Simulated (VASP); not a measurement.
# MgO2 (I4/mcm) in VASP: notebook, part 3 of 3

VASP 6.6.1.

**5. Relaxation of shape and atoms at fixed volume, r2SCAN (7.83 Å³/atom)**

This run uses another cell than the first one, of 7.83 Å³/atom.

File POSCAR:

```
MgO2
1.0
   -2.1274194160      2.1274194160      2.5941609736
    2.1274194160     -2.1274194160      2.5941609736
    2.1274194160      2.1274194160     -2.5941609736
Mg O
2 4
Direct
    0.2500000000      0.2500000000      0.0000000000
    0.7500000000      0.7500000000      0.0000000000
    0.1207866367      0.6207866367      0.7415732733
    0.6207866367      0.8792133633      0.5000000000
    0.8792133633      0.3792133633      0.2584267267
    0.3792133633      0.1207866367      0.5000000000
```

File INCAR.step1:

```
PREC = Accurate ; ENCUT = 600
ISMEAR = 0 ; SIGMA = 0.02
LREAL = False ; LASPH = True
NELM = 80 ; GGA = PE
ALGO = Normal ; EDIFF = 1E-4
LWAVE = True ; LCHARG = False
```

File INCAR.step2:

```
PREC = Accurate ; ENCUT = 600
EDIFF = 1E-7 ; ISMEAR = 0
SIGMA = 0.02 ; LREAL = False
LASPH = True ; NELM = 80
ALGO = Normal ; ISIF = 4
LWAVE = False ; LCHARG = False
METAGGA = R2SCAN ; LMIXTAU = True
IBRION = 2 ; NSW = 50
EDIFFG = -0.01 ; ISTART = 1
```

File KPOINTS:

```
Automatic mesh
0
Gamma
  8 8 8
```

Command:

```
$ cat potpaw_PBE.64/Mg/POTCAR potpaw_PBE.64/O/POTCAR > POTCAR
$ cp INCAR.step1 INCAR
$ mpirun -np 1 vasp_std > vasp.out
$ cp INCAR.step2 INCAR
$ mpirun -np 1 vasp_std > vasp.out
```

It took 12 min on 1 thread of Oxide Virtual Turin-like, shared host; peak memory 0.19 GiB.

It converged, with:

- Free energy: -42.1105 eV
- Energy gained by relaxing: 1.7 meV/atom
- Ionic steps: 5
- Pressure after relaxing: 16.9 GPa
- Largest force after relaxing: 0.006 eV/Å
- Band gap on the k mesh: 3.70 eV (least direct gap 4.59 eV)

Forces in eV/Å, atoms in the order of the input:
```
Mg   0.000  0.000  0.000
Mg   0.000  0.000  0.000
O    0.004  0.004  0.000
O   -0.004  0.004  0.000
O   -0.004 -0.004  0.000
O    0.004 -0.004  0.000
```

Step by step:
```tsv
step	energy change (eV)	largest force (eV/Å)	pressure (GPa)	volume (Å³)
1	0.0000	0.5006	17.78	46.96
2	0.0183	0.7757	15.58	46.96
3	-0.0101	0.0108	16.86	46.96
4	-0.0101	0.0012	16.88	46.96
5	-0.0102	0.0064	16.85	46.96
```

Final structure:
```cif
data_structure
_symmetry_space_group_name_H-M 'P 1'
_symmetry_Int_Tables_number 1
_cell_length_a 3.9710
_cell_length_b 3.9710
_cell_length_c 3.9710
_cell_angle_alpha 115.103
_cell_angle_beta 115.103
_cell_angle_gamma 98.715
_cell_volume 46.96
loop_
_atom_site_label
_atom_site_type_symbol
_atom_site_fract_x
_atom_site_fract_y
_atom_site_fract_z
_atom_site_occupancy
Mg1 Mg 0.25000 0.25000 0.00000 1
Mg2 Mg 0.75000 0.75000 0.00000 1
O1 O 0.12217 0.62217 0.74433 1
O2 O 0.62217 0.87783 0.50000 1
O3 O 0.87783 0.37783 0.25566 1
O4 O 0.37783 0.12217 0.50000 1
```

Levels at points of the mesh, in eV from the valence-band top:
```csv
k point,band 10,band 11,band 12,band 13,band 14,band 15,band 16,band 17,band 18
"(0.00, 0.00, 0.00)",-4.61,-4.41,-3.07,-3.07,-0.34,5.05,5.05,6.80,11.69
"(0.50, 0.00, 0.00)",-4.47,-2.30,-2.30,-1.97,-1.97,3.91,3.91,9.97,9.97
"(0.50, 0.50, 0.00)",-4.05,-3.59,-2.28,-1.98,-1.38,4.51,4.91,9.52,9.87
"(0.50, 0.50, 0.50)",-5.77,-3.76,-1.41,-1.41,0.00,4.78,4.78,11.53,11.69
```

Caveat: the PAW data sets were made with another functional, which shifts forces and pressure a little. A k mesh can miss the band edges.

**6. Relaxation of shape and atoms at fixed volume, r2SCAN (8.09 Å³/atom)**

This run uses another cell than the first one, of 8.09 Å³/atom.

File POSCAR:

```
MgO2
1.0
   -2.1479467055      2.1479467055      2.6287096343
    2.1479467055     -2.1479467055      2.6287096343
    2.1479467055      2.1479467055     -2.6287096343
Mg O
2 4
Direct
    0.2500000000      0.2500000000      0.0000000000
    0.7500000000      0.7500000000      0.0000000000
    0.1202963794      0.6202963794      0.7405927588
    0.6202963794      0.8797036206      0.5000000000
    0.8797036206      0.3797036206      0.2594072412
    0.3797036206      0.1202963794      0.5000000000
```

File INCAR.step1:

```
SYSTEM = MgO2
  PREC = Accurate
  ENCUT = 600
  ISMEAR = 0
  SIGMA = 0.02
  LREAL = .FALSE.
  LASPH = .TRUE.
  NELM = 100
  GGA = PE
  ALGO = Normal
  EDIFF = 1E-4
  LWAVE = .TRUE.
  LCHARG = .FALSE.
```

File INCAR.step2:

```
SYSTEM = MgO2
  PREC = Accurate
  ENCUT = 600
  EDIFF = 1E-6
  ISMEAR = 0
  SIGMA = 0.02
  LREAL = .FALSE.
  LASPH = .TRUE.
  NELM = 100
  ALGO = Normal
  ISIF = 4
  LWAVE = .FALSE.
  LCHARG = .FALSE.
  METAGGA = R2SCAN
  LMIXTAU = .TRUE.
  IBRION = 2
  NSW = 50
  EDIFFG = -0.01
  ISTART = 1
```

File KPOINTS:

```
Automatic mesh
0
G
  8 8 8
  0 0 0
```

Potentials or basis: VASP PAW PBE potentials, release 64 (Mg, O).

Command:

```
$ cat potpaw_PBE.64/Mg/POTCAR potpaw_PBE.64/O/POTCAR > POTCAR
$ cp INCAR.step1 INCAR
$ mpirun -np 1 vasp_std > vasp.out
$ cp INCAR.step2 INCAR
$ mpirun -np 1 vasp_std > vasp.out
```

OUTCAR:

```text
SYSTEM = MgO2
   PREC = Accurate
   ENCUT = 600
   EDIFF = 1E-6
   ISMEAR = 0
   LREAL = .FALSE.
   LASPH = .TRUE.
   NELM = 100
   ISIF = 4
   METAGGA = R2SCAN
   IBRION = 2
   NSW = 50
   EDIFFG = -0.01
   ISTART = 1

 ion  position               nearest neighbor table
   1  0.250  0.250  0.000-   5 2.16   3 2.16   6 2.16   6 2.16   4 2.16   4 2.16   3 2.16   5 2.16
                             2 2.63   2 2.63   2 3.04   2 3.04   2 3.04   2 3.04
   2  0.750  0.750  0.000-   5 2.16   3 2.16   4 2.16   4 2.16   6 2.16   6 2.16   5 2.16   3 2.16
                             1 2.63   1 2.63   1 3.04   1 3.04   1 3.04   1 3.04
   3  0.120  0.620  0.741-   5 1.46   1 2.16   2 2.16   2 2.16   1 2.16
   4  0.620  0.880  0.500-   6 1.46   2 2.16   1 2.16   2 2.16   1 2.16
   5  0.880  0.380  0.259-   3 1.46   2 2.16   1 2.16   2 2.16   1 2.16
   6  0.380  0.120  0.500-   4 1.46   1 2.16   2 2.16   1 2.16   2 2.16

[... 364 lines left out ...]

 E-fermi :   5.4256     XC(G=0): -12.3195

 val. band max:        5.3177850717   @ k =   0.5000   0.5000   0.5000
 cond. band min:       8.9225728021   @ k =  -0.2500   0.2500   0.2500
 fundamental gap:      3.6047877304
 Fermi energy:         5.4256405833

 k-point     1 :       0.0000    0.0000    0.0000
  band No.  band energies     occupation
      1     -18.8968      2.00000
      2     -16.7762      2.00000
      3     -11.4716      2.00000
      4     -11.4716      2.00000
      5      -2.1770      2.00000
      6      -2.0022      2.00000
[... 481 lines left out ...]
      5      -2.6149      2.00000
      6      -2.6149      2.00000
[... 10 lines left out ...]
     17      14.9239      0.00000
     18      14.9239      0.00000

 [... further k-points ...]

------------------------ aborting loop because EDIFF is reached ----------------------------------------

  FORCE on cell =-STRESS in cart. coord.  units (eV):
  Direction    XX          YY          ZZ          XY          YZ          ZX
  --------------------------------------------------------------------------------------
  -------------------------------------------------------------------------------------
  Total        2.9981847      2.9981847      2.9692656      0.0000000      0.0000000     -0.0000000
  in kB       99.0191874     99.0191874     98.0640944      0.0000000      0.0000000     -0.0000000
  external PRESSURE =      98.7008230 kB  Pullay stress =       0.0000000 kB
[... 21 lines left out ...]
  FREE ENERGIE OF THE ION-ELECTRON SYSTEM (eV)
  ---------------------------------------------------
  free  energy   TOTEN  =       -42.2441722253 eV

  energy  without entropy=      -42.2441722253  energy(sigma->0) =      -42.24417223

 reached required accuracy - stopping structural energy minimisation
```

Wall time 11 min (1 thread of Oxide Virtual Turin-like, shared host); peak memory 0.19 GiB.

Results:

* Free energy: -42.2442 eV
* Energy gained by relaxing: 1.7 meV/atom
* Ionic steps: 5
* Pressure after relaxing: 9.9 GPa
* Largest force after relaxing: 0.004 eV/Å
* Band gap on the k mesh: 3.60 eV (least direct gap 4.48 eV)

Forces on the atoms (eV/Å):
```
Mg   0.000  0.000  0.000
Mg   0.000  0.000  0.000
O    0.003  0.003  0.000
O   -0.003  0.003  0.000
O   -0.003 -0.003  0.000
O    0.003 -0.003  0.000
```

Stress tensor (GPa, compression positive):
```
9.90 0.00 0.00
0.00 9.90 0.00
0.00 0.00 9.81
```

The path:
| step | energy change (eV) | largest force (eV/Å) | pressure (GPa) | volume (Å³) |
| --- | --- | --- | --- | --- |
| 1 | 0.0000 | 0.4853 | 10.77 | 48.51 |
| 2 | 0.0144 | 0.7017 | 8.66 | 48.51 |
| 3 | -0.0099 | 0.0092 | 9.86 | 48.51 |
| 4 | -0.0099 | 0.0003 | 9.88 | 48.51 |
| 5 | -0.0099 | 0.0044 | 9.87 | 48.51 |

Final structure:
```
Mg O
1.0
    -2.15102    2.15102    2.62120
     2.15102   -2.15102    2.62120
     2.15102    2.15102   -2.62120
Mg O
2 4
Direct
  0.25000 0.25000 0.00000
  0.75000 0.75000 0.00000
  0.12169 0.62169 0.74338
  0.62169 0.87831 0.50000
  0.87831 0.37831 0.25662
  0.37831 0.12169 0.50000
```

Caveat: the PAW data sets were made with another functional, which shifts forces and pressure a little.

**7. Relaxation of shape and atoms at fixed volume, r2SCAN (8.34 Å³/atom)**

This run uses another cell than the first one, of 8.34 Å³/atom.

File POSCAR:

```
MgO2
1.0
   -2.1680216433      2.1680216433      2.6626021212
    2.1680216433     -2.1680216433      2.6626021212
    2.1680216433      2.1680216433     -2.6626021212
Mg O
2 4
Direct
    0.2500000000      0.2500000000      0.0000000000
    0.7500000000      0.7500000000      0.0000000000
    0.1197934384      0.6197934384      0.7395868769
    0.6197934384      0.8802065616      0.5000000000
    0.8802065616      0.3802065616      0.2604131231
    0.3802065616      0.1197934384      0.5000000000
```

Changes to INCAR.step1 since step 6:

```diff
@@ -7,3 +7,3 @@
   LASPH = .TRUE.
-  NELM = 100
+  NELM = 60
   GGA = PE
```

Changes to INCAR.step2 since step 6:

```diff
@@ -3,3 +3,3 @@
   ENCUT = 600
-  EDIFF = 1E-6
+  EDIFF = 1E-7
   ISMEAR = 0
@@ -8,3 +8,3 @@
   LASPH = .TRUE.
-  NELM = 100
+  NELM = 60
   ALGO = Normal
```

File KPOINTS:

```
regular mesh
0
G
  8 8 8
  0 0 0
```

Command:

```
$ cat potpaw_PBE.64/Mg/POTCAR potpaw_PBE.64/O/POTCAR > POTCAR
$ cp INCAR.step1 INCAR
$ mpirun -np 1 vasp_std > vasp.out
$ cp INCAR.step2 INCAR
$ mpirun -np 1 vasp_std > vasp.out
```

Run time: 11 min. Hardware: 1 thread of Oxide Virtual Turin-like, shared host; peak memory 0.2 GiB.

It converged, with:

```
Free energy                  : -42.3150 eV
Energy gained by relaxing    : 1.6 meV/atom
Ionic steps                  : 3
Pressure after relaxing      : 3.9 GPa
Largest force after relaxing : 0.008 eV/Å
Band gap on the k mesh       : 3.51 eV (least direct gap 4.38 eV)
```

Forces on the atoms (eV/Å):
```
Mg   0.000  0.000  0.000
Mg   0.000  0.000  0.000
O   -0.006 -0.006  0.000
O    0.006 -0.006  0.000
O    0.006  0.006  0.000
O   -0.006  0.006  0.000
```

Stress tensor (GPa, compression positive):
```
3.99 0.00 0.00
0.00 3.99 0.00
0.00 0.00 3.74
```

Step by step:
```csv
step,energy change (eV),largest force (eV/Å),pressure (GPa),volume (Å³)
1,0.0000,0.4709,4.79,50.06
2,0.0112,0.6383,2.79,50.06
3,-0.0097,0.0078,3.91,50.06
```

Final structure:
```yaml
crystal:
  lattice:
    - [-2.17070, 2.17070, 2.65604]
    - [2.17070, -2.17070, 2.65604]
    - [2.17070, 2.17070, -2.65604]
  atoms:
    - { symbol: Mg, position: [0.25000, 0.25000, 0.00000] }
    - { symbol: Mg, position: [0.75000, 0.75000, 0.00000] }
    - { symbol: O, position: [0.12126, 0.62126, 0.74252] }
    - { symbol: O, position: [0.62126, 0.87874, 0.50000] }
    - { symbol: O, position: [0.87874, 0.37874, 0.25748] }
    - { symbol: O, position: [0.37874, 0.12126, 0.50000] }
```

Levels at points of the mesh, in eV from the valence-band top:
```csv
k point,band 12,band 13,band 14,band 15,band 16,band 17
"(0.00, 0.00, 0.00)",-2.85,-2.85,-0.30,4.85,4.85,6.10
"(0.50, 0.00, 0.00)",-2.14,-1.86,-1.86,3.74,3.74,9.32
"(0.50, 0.50, 0.00)",-2.10,-1.82,-1.30,4.33,4.73,8.93
"(0.50, 0.50, 0.50)",-1.33,-1.33,0.00,4.57,4.57,10.69
```

Caveat: the PAW data sets were made with another functional, which shifts forces and pressure a little.

**8. The runs side by side**

| task | potentials or basis | cell | cutoff (eV) | gap on the mesh (eV) | pressure (GPa) | relaxed volume (Å³/atom) | largest force (eV/Å) |
| --- | --- | --- | --- | --- | --- | --- | --- |
| relaxation of cell and atoms | VASP PAW PBE potentials, release 64 (Mg_sv, O) | relaxed from a = 4.103 Å, angles 115.5, 115.5, 98.1°, 6 atoms, atomic positions A | 660 | 3.46 | 0.0 | 8.58 | - |
| relaxation of cell and atoms | VASP PAW PBE potentials, release 64 (Mg_sv, O) | relaxed from a = 4.103 Å, angles 115.5, 115.5, 98.1°, 6 atoms, atomic positions A | 750 | 3.47 | 0.0 | 8.59 | - |
| relaxation of shape and atoms at fixed volume | VASP PAW PBE potentials, release 64 (Mg, O) | relaxed from a = 3.927 Å, angles 115.1, 115.1, 98.7°, 6 atoms, atomic positions B | 600 | 3.81 | 25.1 | - | 0.01 |
| relaxation of shape and atoms at fixed volume | VASP PAW PBE potentials, release 64 (Mg, O) | relaxed from a = 3.973 Å, angles 115.2, 115.2, 98.5°, 6 atoms, atomic positions C | 600 | 3.70 | 16.9 | - | 0.01 |
| relaxation of shape and atoms at fixed volume | VASP PAW PBE potentials, release 64 (Mg, O) | relaxed from a = 4.017 Å, angles 115.4, 115.4, 98.3°, 6 atoms, atomic positions D | 600 | 3.60 | 9.9 | - | - |
| relaxation of shape and atoms at fixed volume | VASP PAW PBE potentials, release 64 (Mg, O) | relaxed from a = 4.061 Å, angles 115.5, 115.5, 98.1°, 6 atoms, atomic positions E | 600 | 3.51 | 3.9 | - | 0.01 |

Alike in all rows: level r2SCAN; no spin polarisation; k mesh 8 × 8 × 8; smearing gaussian 0.02 eV.

Caveats: the PAW data sets were made with another functional, which shifts forces and pressure a little.

Absolute energies hang on the potentials; compare differences alone.
